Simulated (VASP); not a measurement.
A run of VASP 6.6.1:

Contents of INCAR:

```
SYSTEM = Os
PREC = Accurate
ENCUT = 520
EDIFF = 1E-6
ISMEAR = 0
SIGMA = 0.15
LREAL = .False.
LASPH = .True.
NELM = 80
ALGO = Normal
ISIF = 2
LWAVE = .False.
LCHARG = .False.
GGA = PS
NBANDS = 15
```

File KPOINTS:

```
regular mesh
0
Gamma
  18 18 12
  0 0 0
```

POSCAR

```
Os
1.0
    2.7340999755      0.0000000000      0.0000000000
   -1.3670499878      2.3678000353      0.0000000000
    0.0000000000      0.0000000000      4.4276925000
Os
2
Direct
    0.3333333333      0.6666666667      0.2500000000
    0.6666666667      0.3333333333      0.7500000000
```

Potentials or basis: VASP PAW PBE potentials, release 64 (Os).

Launch:

```console
$ cat potpaw_PBE.64/Os/POTCAR > POTCAR
$ mpirun -np 1 vasp_std > vasp.out
```

Hardware: 1 thread of Intel Xeon 8259CL, on a shared host.

How long does it take, and how much memory?

It took 57 s on 1 thread of Intel Xeon 8259CL, on a shared host, peak memory 0.19 GiB. Counts: scf iterations 12, k points 259.
